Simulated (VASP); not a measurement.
# C (R-3m) in VASP: a series of runs

The runs below take C through single point, relaxation of volume and atoms at fixed shape, with r2SCAN.

All numbers are computed with VASP 6.6.1; they aren't measurements. Logs are shortened: lines on timing, memory, paths and dates and some standing lists are left out, and cuts for length are marked.

## Step 1: The cell of the first run

It takes space group R-3m (No. 166, trigonal). Conventional cell: a = 2.457 Å, b = 2.457 Å, c = 10.045 Å, α = 90.00°, β = 90.00°, γ = 120.00°. Within 1.9 Å of C (site symmetry 3m) lie 3 C at 1.42 Å.

## Step 2: Single point, r2SCAN

POSCAR

```
C
1.0
    1.2285076960      0.7092792506      3.3483169325
   -1.2285076960      0.7092792506      3.3483169325
    0.0000000000     -1.4185584963      3.3483169335
C
2
Direct
    0.8333440740      0.8333440740      0.8333440740
    0.1666559260      0.1666559260      0.1666559260
```

INCAR.step1

```
ALGO = Normal
EDIFF = 1E-4
ENCUT = 520
GGA = PE
ISMEAR = 0
LASPH = T
LCHARG = F
LREAL = F
LWAVE = T
NBANDS = 11
NELM = 60
PREC = Accurate
SIGMA = 0.02
```

INCAR.step2

```
ALGO = Normal
EDIFF = 1E-6
ENCUT = 520
ISIF = 2
ISMEAR = 0
ISTART = 1
LASPH = T
LCHARG = T
LELF = T
LMIXTAU = T
LREAL = F
LVHAR = T
LWAVE = F
METAGGA = R2SCAN
NBANDS = 11
NELM = 60
PREC = Accurate
SIGMA = 0.02
```

KPOINTS

```
k-points
0
Gamma
  10 10 10
```

Potentials or basis: VASP PAW PBE potentials, release 64 (C).

Run with:

```
> cat potpaw_PBE.64/C/POTCAR > POTCAR
> cp INCAR.step1 INCAR
> mpirun -np 1 vasp_std > vasp.out
> cp INCAR.step2 INCAR
> mpirun -np 1 vasp_std > vasp.out
```

OUTCAR:

```text
EDIFF = 1E-6
   ENCUT = 520
   ISIF = 2
   ISMEAR = 0
   ISTART = 1
   LASPH = T
   LREAL = F
   METAGGA = R2SCAN
   NELM = 60
   PREC = Accurate

 ion  position               nearest neighbor table
   1  0.833  0.833  0.833-   2 1.42   2 1.42   2 1.42
   2  0.167  0.167  0.167-   1 1.42   1 1.42   1 1.42

  LATTYP: Found a trigonal (rhomboedric) cell.
 ALAT       =     3.6364178108
 COS(alpha) =     0.7717355886

  Lattice vectors:

 A1 = (   1.2285076960,   0.7092792506,   3.3483169325)
 A2 = (  -1.2285076960,   0.7092792506,   3.3483169325)
 A3 = (   0.0000000000,  -1.4185584963,   3.3483169335)

Analysis of symmetry for initial positions (statically):
=====================================================================
 Subroutine PRICEL returns:
 Original cell was already a primitive cell.

 Routine SETGRP: Setting up the symmetry group for a
 trigonal (rhombohedral) supercell.

 Subroutine GETGRP returns: Found 12 space group operations
 (whereof 12 operations were pure point group operations)
 out of a pool of 12 trial point group operations.

The static configuration has the point symmetry D_3d.

Analysis of symmetry for dynamics (positions and initial velocities):
=====================================================================
 Subroutine PRICEL returns:
 Original cell was already a primitive cell.

 Routine SETGRP: Setting up the symmetry group for a
 trigonal (rhombohedral) supercell.

 Subroutine GETGRP returns: Found 12 space group operations
 (whereof 12 operations were pure point group operations)
 out of a pool of 12 trial point group operations.

The dynamic configuration has the point symmetry D_3d.

 Subroutine INISYM returns: Found 12 space group operations
 (whereof 12 operations are pure point group operations),
 and found     1 'primitive' translations

----------------------------------------------------------------------------------------

                                     Primitive cell

  volume of cell :      17.5054

  direct lattice vectors                    reciprocal lattice vectors
     1.228507696  0.709279251  3.348316932     0.406997857  0.234980323  0.099552503
    -1.228507696  0.709279251  3.348316932    -0.406997857  0.234980323  0.099552503
     0.000000000 -1.418558496  3.348316934     0.000000000 -0.469960645  0.099552504

  length of vectors
     3.636417811  3.636417811  3.636417811     0.480389122  0.480389122  0.480389122

  position of ions in fractional coordinates (direct lattice)
     0.833344074  0.833344074  0.833344074
     0.166655926  0.166655926  0.166655926

  ion indices of the primitive-cell ions
   primitive index   ion index
                 1           1
                 2           2

----------------------------------------------------------------------------------------

 KPOINTS: k-points

Automatic generation of k-mesh.
 Grid dimensions read from file:
 generate k-points for:   10   10   10

 Generating k-lattice:

  Cartesian coordinates                     Fractional coordinates (reciprocal lattice)
     0.040699786  0.023498032  0.009955250     0.100000000  0.000000000  0.000000000
    -0.040699786  0.023498032  0.009955250     0.000000000  0.100000000  0.000000000
     0.000000000 -0.046996064  0.009955250     0.000000000  0.000000000  0.100000000

  Length of vectors
     0.048038912  0.048038912  0.048038912

  Shift w.r.t. Gamma in fractional coordinates (k-lattice)
     0.000000000  0.000000000  0.000000000

 Subroutine IBZKPT returns following result:
 ===========================================

 Found    116 irreducible k-points:

 Following reciprocal coordinates:
            Coordinates               Weight
  0.000000  0.000000  0.000000      1.000000
  0.100000  0.000000  0.000000      6.000000
  0.200000  0.000000  0.000000      6.000000
  0.300000  0.000000  0.000000      6.000000
  0.400000 -0.000000 -0.000000      6.000000
  0.500000  0.000000  0.000000      3.000000
[... 16 lines left out ...]
  0.300000  0.300000  0.000000      6.000000
  0.400000  0.300000 -0.000000     12.000000
 [... further k-points ...]
   k-points           NKPTS =    116   k-points in BZ     NKDIM =    116   number of bands    NBANDS=     11
   number of dos      NEDOS =    301   number of ions     NIONS =      2
   total plane-waves  NPLWV =  21952
   dimension x,y,z NGX =    28 NGY =   28 NGZ =   28
   dimension x,y,z NGXF=    56 NGYF=   56 NGZF=   56
   ions per type =               2
   NGX,Y,Z   is equivalent  to a cutoff of  12.80, 12.80, 12.80 a.u.
   NGXF,Y,Z  is equivalent  to a cutoff of  25.60, 25.60, 25.60 a.u.
 SYSTEM =  unknown system
   PREC   = accura    normal or accurate (medium, high low for compatibility)
   ISTART =      1    job   : 0-new  1-cont  2-samecut
   ICHARG =      0    charge: 1-file 2-atom 10-const
   ISPIN  =      1    spin polarized calculation?
   LNONCOLLINEAR =      F non collinear calculations
   LSORBIT =      F    spin-orbit coupling
   LASPH  =      T    aspherical Exc in radial PAW
   ENCUT  =  520.0 eV  38.22 Ry    6.18 a.u.   6.76  6.76  6.76*2*pi/ulx,y,z
   NELM   =     60;   NELMIN=  2; NELMDL=  0     # of ELM steps
   EDIFF  = 0.1E-05   stopping-criterion for ELM
   LREAL  =      F    real-space projection
   EDIFFG = 0.1E-04   stopping-criterion for IOM
   NSW    =      0    number of steps for IOM
   IBRION =     -1    ionic relax: 0-MD 1-quasi-New 2-CG
   NFREE  =      0    steps in history (QN), initial steepest desc. (CG)
   ISIF   =      2    stress and relaxation
   ISYM   =      2    0-nonsym 1-usesym 2-fastsym
   POTIM  = 0.5000    time-step for ionic-motion
   TEBEG  =    0.0;   TEEND  =   0.0 temperature during run
   PSTRESS=    0.0 pullay stress
   NELECT =       8.0000    total number of electrons
   NUPDOWN=      -1.0000    fix difference up-down
   EMIN   =  10.00;   EMAX   =-10.00  energy-range for DOS
   EFERMI =   0.00;   METHOD = LEGACY
   ISMEAR =     0;   SIGMA  =   0.02  broadening in eV -4-tet -1-fermi 0-gaus
   EFERMI_NEDOS =   21; number of points for ismear=-14 and -15
   IALGO  =     38    algorithm
   IMIX   =      4    mixing-type and parameters
     AMIX     =   0.40;   BMIX     =  1.00
     AMIX_MAG =   1.60;   BMIX_MAG =  1.00
  volume/ion in A,a.u.               =       8.75        59.07
  Fermi-wavevector in a.u.,A,eV,Ry     =   1.260996  2.382938 21.634786  1.590112
  Thomas-Fermi vector in A             =   2.394478
   LORBIT       =      0    0 simple, 1 ext, 2 COOP (PROOUT), +10 PAW based schemes
   METAGGA = R2SCAN    functional components
   LHFCALC =     F    Hartree Fock is set to
   AEXX    =    0.0000 exact exchange contribution
   IVDW    =     0    specifies the selected vdW correction
   LEPSILON=     F    determine dielectric tensor
   LRPA    =     F    only Hartree local field effects (RPA)
 non-spin polarized calculation
 Gauss-broadening in eV      SIGMA  =   0.02
  energy-cutoff  :      520.00
  volume of cell :       17.51
 maximum number of plane-waves:       484
   NGX = 13   NGY = 13   NGZ = 13

 number of electron       8.0000000 magnetization

 Free energy of the ion-electron system (eV)
  ---------------------------------------------------
  ext. energy  EPLUGINS =         0.00000000
  ---------------------------------------------------
  free energy    TOTEN  =       -19.87487077 eV

  energy without entropy =      -19.87487077  energy(sigma->0) =      -19.87487077

 E-fermi :   4.2718     XC(G=0): -11.1546

 val. band max:        4.1783309141   @ k =  -0.3000   0.3000   0.0000
 cond. band min:       5.4545083492   @ k =  -0.3000   0.3000   0.0000
 fundamental gap:      1.2761774351
 Fermi energy:         4.2718031183

 k-point     1 :       0.0000    0.0000    0.0000
  band No.  band energies     occupation
      1     -16.2652      2.00000
      2      -2.3046      2.00000
      3       1.5179      2.00000
      4       1.5179      2.00000
      5       9.1724      0.00000
      6      13.4676      0.00000
      7      13.4676      0.00000
      8      17.0917      0.00000
      9      18.0487      0.00000
     10      28.8204      0.00000
     11      31.7652      0.00000

 k-point     2 :       0.1000    0.0000    0.0000
  band No.  band energies     occupation
      1     -16.0090      2.00000
      2      -2.0437      2.00000
      3       0.5256      2.00000
      4       1.0127      2.00000
      5       9.5288      0.00000
      6      13.5887      0.00000
      7      14.5225      0.00000
      8      16.1719      0.00000
      9      18.5349      0.00000
     10      29.4411      0.00000
     11      29.8428      0.00000

 k-point     3 :       0.2000    0.0000    0.0000
  band No.  band energies     occupation
      1     -15.2454      2.00000
      2      -1.8238      2.00000
      3      -1.2690      2.00000
      4      -0.0681      2.00000
      5      10.5881      0.00000
      6      13.4749      0.00000
      7      13.9161      0.00000
      8      17.2069      0.00000
      9      19.9840      0.00000
     10      26.4018      0.00000
     11      28.8602      0.00000

 k-point     4 :       0.3000    0.0000    0.0000
  band No.  band energies     occupation
      1     -13.9905      2.00000
      2      -4.6336      2.00000
      3      -1.1176      2.00000
      4      -0.0199      2.00000
      5      10.9872      0.00000
      6      12.3163      0.00000
      7      13.2188      0.00000
      8      20.7327      0.00000
      9      21.2816      0.00000
     10      24.4070      0.00000
     11      27.0670      0.00000
[... 239 lines left out ...]
 k-point    22 :      -0.2000    0.2000    0.0000
  band No.  band energies     occupation
      1     -13.2819      2.00000
      2      -4.8185      2.00000
      3      -3.1803      2.00000
      4       0.9758      2.00000
      5       9.7004      0.00000
      6      12.7657      0.00000
      7      16.3967      0.00000
      8      17.4618      0.00000
      9      19.9667      0.00000
     10      25.6583      0.00000
     11      28.3386      0.00000

 k-point    23 :       0.3000    0.3000    0.0000
  band No.  band energies     occupation
      1     -13.9258      2.00000
      2      -4.5683      2.00000
      3      -1.1600      2.00000
      4      -0.5383      2.00000
      5      10.5697      0.00000
      6      12.7570      0.00000
      7      13.7992      0.00000
      8      20.7256      0.00000
      9      22.4095      0.00000
     10      23.6809      0.00000
     11      29.7554      0.00000

 k-point    24 :       0.4000    0.3000   -0.0000
  band No.  band energies     occupation
      1     -12.9304      2.00000
      2      -5.8777      2.00000
      3      -2.3472      2.00000
      4       0.3384      2.00000
      5       8.9670      0.00000
      6      13.6438      0.00000
      7      15.2428      0.00000
      8      20.7362      0.00000
      9      21.8302      0.00000
     10      25.1126      0.00000
     11      29.3370      0.00000

 [... further k-points ...]

------------------------ aborting loop because EDIFF is reached ----------------------------------------

  FORCE on cell =-STRESS in cart. coord.  units (eV):
  Direction    XX          YY          ZZ          XY          YZ          ZX
  --------------------------------------------------------------------------------------
  -------------------------------------------------------------------------------------
  Total        0.0205039      0.0205039      0.1932550      0.0000000      0.0000000      0.0000000
  in kB        1.8766145      1.8766145     17.6875790      0.0000000      0.0000000      0.0000000
  external PRESSURE =       7.1469360 kB  Pullay stress =       0.0000000 kB

 VOLUME and BASIS-vectors are now :
 -----------------------------------------------------------------------------
  energy-cutoff  :      520.00
  volume of cell :       17.51
      direct lattice vectors                 reciprocal lattice vectors
     1.228507696  0.709279251  3.348316932     0.406997857  0.234980323  0.099552503
    -1.228507696  0.709279251  3.348316932    -0.406997857  0.234980323  0.099552503
     0.000000000 -1.418558496  3.348316934     0.000000000 -0.469960645  0.099552504

 POSITION                                       TOTAL-FORCE (eV/Angst)
 -----------------------------------------------------------------------------------
      0.00000      0.00000      8.37090         0.000000     -0.000000     -0.000534
      0.00000      0.00000      1.67405         0.000000      0.000000      0.000534
 -----------------------------------------------------------------------------------
    total drift:                                0.000000     -0.000000      0.000000

  FREE ENERGIE OF THE ION-ELECTRON SYSTEM (eV)
  ---------------------------------------------------
  free  energy   TOTEN  =       -19.8748707679 eV

  energy  without entropy=      -19.8748707679  energy(sigma->0) =      -19.87487077
```

It took 2.4 min on 1 thread of Intel Xeon Platinum 8259CL at 2.50GHz (Skylake/Cascade Lake), shared host; peak memory 0.16 GiB.

What came out:

- Free energy: -19.8749 eV
- Pressure: 0.7 GPa

Caveat: the PAW data sets were made with another functional, which shifts forces and pressure a little.

## Step 3: Relaxation of volume and atoms at fixed shape, r2SCAN

POSCAR

```
C
1.0
    1.2280287100      0.7090027100      3.3470114500
   -1.2280287100      0.7090027100      3.3470114500
    0.0000000000     -1.4180054100      3.3470114500
C
2
Direct
    0.8360000000      0.8360000000      0.8360000000
    0.1640000000      0.1640000000      0.1640000000
```

INCAR.step1

```
  PREC = Accurate
  ENCUT = 600
  ISMEAR = 0
  SIGMA = 0.02
  LREAL = False
  LASPH = True
  NELM = 80
  GGA = PE
  ALGO = Normal
  EDIFF = 1E-4
  LWAVE = True
  LCHARG = False
```

INCAR.step2

```
  PREC = Accurate
  ENCUT = 600
  EDIFF = 1E-6
  ISMEAR = 0
  SIGMA = 0.02
  LREAL = False
  LASPH = True
  NELM = 80
  ALGO = Normal
  ISIF = 8
  LWAVE = False
  LCHARG = False
  METAGGA = R2SCAN
  LMIXTAU = True
  IBRION = 2
  NSW = 80
  EDIFFG = -0.01
  ISTART = 1
```

KPOINTS

```
Automatic mesh
0
Gamma
  10 10 10
```

Potentials or basis: VASP PAW PBE potentials, release 64 (C).

Run with:

```
> cat potpaw_PBE.64/C/POTCAR > POTCAR
> cp INCAR.step1 INCAR
> mpirun -np 1 vasp_std > vasp.out
> cp INCAR.step2 INCAR
> mpirun -np 1 vasp_std > vasp.out
```

Run time: 5 min. Hardware: 1 thread of Intel Xeon Platinum 8259CL at 2.50GHz (Skylake/Cascade Lake), shared host; peak memory 0.17 GiB.

Results (log left out):

```
Free energy                           : -19.8812 eV
Relaxed volume                        : 8.76 Å³/atom
Relaxed cell                          : a = 3.637 Å, b = 3.637 Å, c = 3.637 Å, α = 39.49°, β = 39.49°, γ = 39.49°
Space group after relaxing (to 0.1 Å) : R-3m (No. 166)
Energy gained by relaxing             : 12.3 meV/atom
Ionic steps                           : 3
Pressure after relaxing               : 0.0 GPa
```

Stress tensor (GPa, compression positive):
```
-0.69  0.00  0.00
 0.00 -0.69  0.00
 0.00  0.00  1.42
```

The path:
| step | energy change (eV) | largest force (eV/Å) | pressure (GPa) | volume (Å³) |
| --- | --- | --- | --- | --- |
| 1 | 0.0000 | 0.9171 | 0.40 | 17.48 |
| 2 | -0.0139 | 0.6063 | -0.41 | 17.54 |
| 3 | -0.0245 | 0.0017 | 0.01 | 17.52 |

Final structure:
```cif
data_structure
_symmetry_space_group_name_H-M 'P 1'
_symmetry_Int_Tables_number 1
_cell_length_a 3.6373
_cell_length_b 3.6373
_cell_length_c 3.6373
_cell_angle_alpha 39.490
_cell_angle_beta 39.490
_cell_angle_gamma 39.490
_cell_volume 17.52
loop_
_atom_site_label
_atom_site_type_symbol
_atom_site_fract_x
_atom_site_fract_y
_atom_site_fract_z
_atom_site_occupancy
C1 C 0.83335 0.83335 0.83335 1
C2 C 0.16665 0.16665 0.16665 1
```

Caveat: the PAW data sets were made with another functional, which shifts forces and pressure a little.
